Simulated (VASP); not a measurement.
# CoPtO2 (R-3m) in VASP: single point with PBE

Aim: the single point of CoPtO2 with PBE.

All numbers are computed with VASP 6.6.1; they aren't measurements. Logs are shortened: lines on timing, memory, paths and dates and some standing lists are left out, and cuts for length are marked.

## (1) The cell of the first run

It takes space group R-3m (No. 166, trigonal). The conventional cell has a = 2.855 Å, b = 2.855 Å, c = 17.883 Å, α = 90.00°, β = 90.00°, γ = 120.00°. Within 2.5 Å of Co (site symmetry -3m) lie 6 O at 1.91 Å. Within 2.7 Å of Pt (site symmetry -3m) lie 2 O at 2.01 Å. O (site symmetry 3m) has 3 Co at 1.91 Å and 1 Pt at 2.01 Å and 3 O at 2.55 Å within 2.6 Å.

## (2) Single point, PBE

POSCAR

```
CoPtO2
1.0
    1.4273949814      0.8241068767      5.9610846545
   -1.4273949814      0.8241068767      5.9610846545
    0.0000000000     -1.6482137535      5.9610846545
Co Pt O
1 1 2
Direct
    0.5000000000      0.5000000000      0.5000000000
    0.0000000000      0.0000000000      0.0000000000
    0.8876528271      0.8876528271      0.8876528271
    0.1123471729      0.1123471729      0.1123471729
```

INCAR.step1

```
PREC = Accurate ; ENCUT = 520
EDIFF = 1E-6 ; ISMEAR = 0
SIGMA = 0.1 ; LREAL = F
LASPH = T ; NELM = 100
ALGO = Normal ; ISIF = 2
LWAVE = F ; LCHARG = T
LMAXMIX = 4 ; GGA = PE
NBANDS = 24
```

KPOINTS.step1

```
regular mesh
0
Gamma
  18 18 18
```

INCAR.step2

```
PREC = Accurate ; ENCUT = 520
EDIFF = 1E-6 ; ISMEAR = -5
SIGMA = 0.1 ; LREAL = F
LASPH = T ; NELM = 100
ALGO = Normal ; ISIF = 2
LWAVE = F ; LCHARG = F
LMAXMIX = 4 ; GGA = PE
LORBIT = 11 ; NBANDS = 24
NEDOS = 1001 ; ICHARG = 11
```

KPOINTS.step2

```
regular mesh
0
Gamma
  27 27 27
```

Potentials or basis: VASP PAW PBE potentials, release 64 (Co, Pt, O).

Run with:

```bash
$ cat potpaw_PBE.64/Co/POTCAR potpaw_PBE.64/Pt/POTCAR potpaw_PBE.64/O/POTCAR > POTCAR
$ cp INCAR.step1 INCAR
$ cp KPOINTS.step1 KPOINTS
$ mpirun -np 1 vasp_std > vasp.out
$ cp INCAR.step2 INCAR
$ cp KPOINTS.step2 KPOINTS
$ mpirun -np 1 vasp_std > vasp.out
```

OUTCAR:

```text
PREC = Accurate
   ENCUT = 520
   EDIFF = 1E-6
   ISMEAR = -5
   LREAL = F
   LASPH = T
   NELM = 100
   ISIF = 2
   GGA = PE
   LORBIT = 11
   ICHARG = 11

 ion  position               nearest neighbor table
   1  0.500  0.500  0.500-   4 1.91   3 1.91   4 1.91   4 1.91   3 1.91   3 1.91
   2  0.000  0.000  0.000-   3 2.01   4 2.01
   3  0.888  0.888  0.888-   1 1.91   1 1.91   1 1.91   2 2.01
   4  0.112  0.112  0.112-   1 1.91   1 1.91   1 1.91   2 2.01

  LATTYP: Found a trigonal (rhomboedric) cell.
 ALAT       =     6.1847505071
 COS(alpha) =     0.8934695021

  Lattice vectors:

 A1 = (   1.4273949814,   0.8241068767,   5.9610846545)
 A2 = (  -1.4273949814,   0.8241068767,   5.9610846545)
 A3 = (   0.0000000000,  -1.6482137535,   5.9610846545)

Analysis of symmetry for initial positions (statically):
=====================================================================
 Subroutine PRICEL returns:
 Original cell was already a primitive cell.

 Routine SETGRP: Setting up the symmetry group for a
 trigonal (rhombohedral) supercell.

 Subroutine GETGRP returns: Found 12 space group operations
 (whereof 12 operations were pure point group operations)
 out of a pool of 12 trial point group operations.

The static configuration has the point symmetry D_3d.

Analysis of symmetry for dynamics (positions and initial velocities):
=====================================================================
 Subroutine PRICEL returns:
 Original cell was already a primitive cell.

 Routine SETGRP: Setting up the symmetry group for a
 trigonal (rhombohedral) supercell.

 Subroutine GETGRP returns: Found 12 space group operations
 (whereof 12 operations were pure point group operations)
 out of a pool of 12 trial point group operations.

The dynamic configuration has the point symmetry D_3d.

 Subroutine INISYM returns: Found 12 space group operations
 (whereof 12 operations are pure point group operations),
 and found     1 'primitive' translations

----------------------------------------------------------------------------------------

                                     Primitive cell

  volume of cell :      42.0731

  direct lattice vectors                    reciprocal lattice vectors
     1.427394981  0.824106877  5.961084654     0.350288467  0.202239141  0.055918235
    -1.427394981  0.824106877  5.961084654    -0.350288467  0.202239141  0.055918235
     0.000000000 -1.648213754  5.961084654     0.000000000 -0.404478282  0.055918235

  length of vectors
     6.184750507  6.184750507  6.184750507     0.408325274  0.408325274  0.408325274

  position of ions in fractional coordinates (direct lattice)
     0.500000000  0.500000000  0.500000000
     0.000000000  0.000000000  0.000000000
     0.887652827  0.887652827  0.887652827
     0.112347173  0.112347173  0.112347173

  ion indices of the primitive-cell ions
   primitive index   ion index
                 1           1
                 2           2
                 3           3
                 4           4

----------------------------------------------------------------------------------------

 KPOINTS: regular mesh

Automatic generation of k-mesh.
 Grid dimensions read from file:
 generate k-points for:   27   27   27

 Generating k-lattice:

  Cartesian coordinates                     Fractional coordinates (reciprocal lattice)
     0.012973647  0.007490339  0.002071046     0.037037037 -0.000000000  0.000000000
    -0.012973647  0.007490339  0.002071046    -0.000000000  0.037037037  0.000000000
     0.000000000 -0.014980677  0.002071046    -0.000000000 -0.000000000  0.037037037

  Length of vectors
     0.015123158  0.015123158  0.015123158

  Shift w.r.t. Gamma in fractional coordinates (k-lattice)
     0.000000000  0.000000000  0.000000000

 TETIRR: Found   9855 inequivalent tetrahedra from   118098

 Subroutine IBZKPT returns following result:
 ===========================================

 Found   1834 irreducible k-points:

 Following reciprocal coordinates:
            Coordinates               Weight
  0.000000  0.000000  0.000000      1.000000
  0.037037  0.000000  0.000000      6.000000
  0.074074  0.000000  0.000000      6.000000
  0.111111  0.000000  0.000000      6.000000
  0.148148  0.000000  0.000000      6.000000
  0.185185 -0.000000  0.000000      6.000000
[... 16 lines left out ...]
  0.333333  0.037037  0.000000     12.000000
  0.370370  0.037037  0.000000     12.000000
 [... further k-points ...]
   k-points           NKPTS =   1834   k-points in BZ     NKDIM =   1834   number of bands    NBANDS=     24
   number of dos      NEDOS =   1001   number of ions     NIONS =      4
   total plane-waves  NPLWV = 110592
   dimension x,y,z NGX =    48 NGY =   48 NGZ =   48
   dimension x,y,z NGXF=    96 NGYF=   96 NGZF=   96
   ions per type =               1   1   2
   NGX,Y,Z   is equivalent  to a cutoff of  12.90, 12.90, 12.90 a.u.
   NGXF,Y,Z  is equivalent  to a cutoff of  25.80, 25.80, 25.80 a.u.
 SYSTEM =  unknown system
   PREC   = accura    normal or accurate (medium, high low for compatibility)
   ISTART =      0    job   : 0-new  1-cont  2-samecut
   ICHARG =     11    charge: 1-file 2-atom 10-const
   ISPIN  =      1    spin polarized calculation?
   LNONCOLLINEAR =      F non collinear calculations
   LSORBIT =      F    spin-orbit coupling
   LASPH  =      T    aspherical Exc in radial PAW
   ENCUT  =  520.0 eV  38.22 Ry    6.18 a.u.  11.50 11.50 11.50*2*pi/ulx,y,z
   NELM   =    100;   NELMIN=  2; NELMDL=  0     # of ELM steps
   EDIFF  = 0.1E-05   stopping-criterion for ELM
   LREAL  =      F    real-space projection
   EDIFFG = 0.1E-04   stopping-criterion for IOM
   NSW    =      0    number of steps for IOM
   IBRION =     -1    ionic relax: 0-MD 1-quasi-New 2-CG
   NFREE  =      0    steps in history (QN), initial steepest desc. (CG)
   ISIF   =      2    stress and relaxation
   ISYM   =      2    0-nonsym 1-usesym 2-fastsym
   POTIM  = 0.5000    time-step for ionic-motion
   TEBEG  =    0.0;   TEEND  =   0.0 temperature during run
   PSTRESS=    0.0 pullay stress
   NELECT =      31.0000    total number of electrons
   NUPDOWN=      -1.0000    fix difference up-down
   EMIN   =  10.00;   EMAX   =-10.00  energy-range for DOS
   EFERMI =   0.00;   METHOD = LEGACY
   ISMEAR =    -5;   SIGMA  =   0.10  broadening in eV -4-tet -1-fermi 0-gaus
   EFERMI_NEDOS =   21; number of points for ismear=-14 and -15
   IALGO  =     38    algorithm
   IMIX   =      4    mixing-type and parameters
     AMIX     =   0.40;   BMIX     =  1.00
     AMIX_MAG =   1.60;   BMIX_MAG =  1.00
  volume/ion in A,a.u.               =      10.52        70.98
  Fermi-wavevector in a.u.,A,eV,Ry     =   1.478634  2.794213 29.747208  2.186358
  Thomas-Fermi vector in A             =   2.592891
   LORBIT       =     11    0 simple, 1 ext, 2 COOP (PROOUT), +10 PAW based schemes
   GGA     = PE    functional components
   LHFCALC =     F    Hartree Fock is set to
   AEXX    =    0.0000 exact exchange contribution
   IVDW    =     0    specifies the selected vdW correction
   LEPSILON=     F    determine dielectric tensor
   LRPA    =     F    only Hartree local field effects (RPA)
 non-spin polarized calculation
 Fermi weights with tetrahedron method with Bloechl corrections
  energy-cutoff  :      520.00
  volume of cell :       42.07
 maximum number of plane-waves:      1153
 NGX is ok and might be reduce to    48

 number of electron      30.9999998 magnetization

 Free energy of the ion-electron system (eV)
  ---------------------------------------------------
  ext. energy  EPLUGINS =         0.00000000
  ---------------------------------------------------
  free energy    TOTEN  =       -26.45311186 eV

  energy without entropy =      -26.45311186  energy(sigma->0) =      -26.45311186

 E-fermi :   8.3567     XC(G=0): -12.5364

 val. band max:        8.3539770269   @ k =  -0.3333   0.3333   0.2593
 cond. band min:       8.3810008628   @ k =   0.4074   0.2963   0.0000
 fundamental gap:      0.0270238359
 Fermi energy:         8.3567424541

 k-point     1 :       0.0000    0.0000    0.0000
  band No.  band energies     occupation
      1     -13.0475      2.00000
      2     -11.2065      2.00000
      3      -1.0850      2.00000
      4       1.5451      2.00000
      5       1.9610      2.00000
      6       1.9610      2.00000
[... 16 lines left out ...]
     23      23.9999      0.00000
     24      25.5079      0.00000

 k-point     2 :       0.0370    0.0000    0.0000
  band No.  band energies     occupation
      1     -13.0321      2.00000
      2     -11.2054      2.00000
      3      -1.0649      2.00000
      4       1.5833      2.00000
      5       1.9113      2.00000
      6       1.9686      2.00000
[... 16 lines left out ...]
     23      24.0345      0.00000
     24      25.3150      0.00000

 k-point     3 :       0.0741    0.0000    0.0000
  band No.  band energies     occupation
      1     -12.9867      2.00000
      2     -11.2017      2.00000
      3      -1.0057      2.00000
      4       1.6943      2.00000
      5       1.7805      2.00000
      6       1.9907      2.00000
[... 16 lines left out ...]
     23      24.1080      0.00000
     24      24.8242      0.00000
[... 514 lines left out ...]
 k-point    23 :       0.3333    0.0370    0.0000
  band No.  band energies     occupation
      1     -12.1376      2.00000
      2     -11.1894      2.00000
      3      -0.0444      2.00000
      4       0.7094      2.00000
      5       1.8359      2.00000
      6       2.3792      2.00000
[... 16 lines left out ...]
     23      21.5012      0.00000
     24      23.1551      0.00000

 k-point    24 :       0.3704    0.0370    0.0000
  band No.  band energies     occupation
      1     -11.9799      2.00000
      2     -11.2020      2.00000
      3       0.0755      2.00000
      4       0.5916      2.00000
      5       1.6624      2.00000
      6       2.4384      2.00000
[... 16 lines left out ...]
     23      21.3774      0.00000
     24      22.8707      0.00000

 [... further k-points ...]
[... 5 lines left out ...]
  --------------------------------------------------------------------------------------
  -------------------------------------------------------------------------------------
  Total        0.1866552      0.1866552      0.2700706      0.0000000     -0.0000000      0.0000000
  in kB        7.1079842      7.1079842     10.2845099      0.0000000     -0.0000000      0.0000000
  external PRESSURE =       8.1668261 kB  Pullay stress =       0.0000000 kB

 VOLUME and BASIS-vectors are now :
 -----------------------------------------------------------------------------
  energy-cutoff  :      520.00
  volume of cell :       42.07
      direct lattice vectors                 reciprocal lattice vectors
     1.427394981  0.824106877  5.961084654     0.350288467  0.202239141  0.055918235
    -1.427394981  0.824106877  5.961084654    -0.350288467  0.202239141  0.055918235
     0.000000000 -1.648213754  5.961084654     0.000000000 -0.404478282  0.055918235

 POSITION                                       TOTAL-FORCE (eV/Angst)
 -----------------------------------------------------------------------------------
      0.00000     -0.00000      8.94163        -0.000000     -0.000000      0.000000
      0.00000      0.00000      0.00000         0.000000     -0.000000      0.000000
      0.00000     -0.00000     15.87412        -0.000000     -0.000000      0.021689
      0.00000     -0.00000      2.00913        -0.000000      0.000000     -0.021689
 -----------------------------------------------------------------------------------
    total drift:                               -0.000000     -0.000000      0.000000

  FREE ENERGIE OF THE ION-ELECTRON SYSTEM (eV)
  ---------------------------------------------------
  free  energy   TOTEN  =       -26.4531118595 eV

  energy  without entropy=      -26.4531118595  energy(sigma->0) =      -26.45311186

 total charge

# of ion       s       p       d       tot
------------------------------------------
    1        0.419   0.635   7.335   8.388
    2        0.637   0.543   7.998   9.178
    3        1.557   3.444   0.000   5.000
    4        1.557   3.444   0.000   5.000
--------------------------------------------------
tot          4.169   8.066  15.332  27.567
```

Run time: 81 min. Hardware: 1 thread of AMD EPYC 7R13 (Zen 3), shared host; peak memory 1.9 GiB.

What came out:

```
Valence electrons inside the program's atomic spheres : Co 8.39; Pt 9.18; O 5.00
```

Caveat: spin-orbit coupling is left out, which moves the levels of the heavy elements; an odd number of electrons without spin polarisation forces a metal; a magnetic or distorted state may lie lower; the run has no spin polarisation, though such a crystal can be magnetic; semilocal functionals often make such compounds metallic where correlation or magnetic order opens a gap, which also shifts bond lengths; tetrahedron occupations give inexact forces and stress in metals.
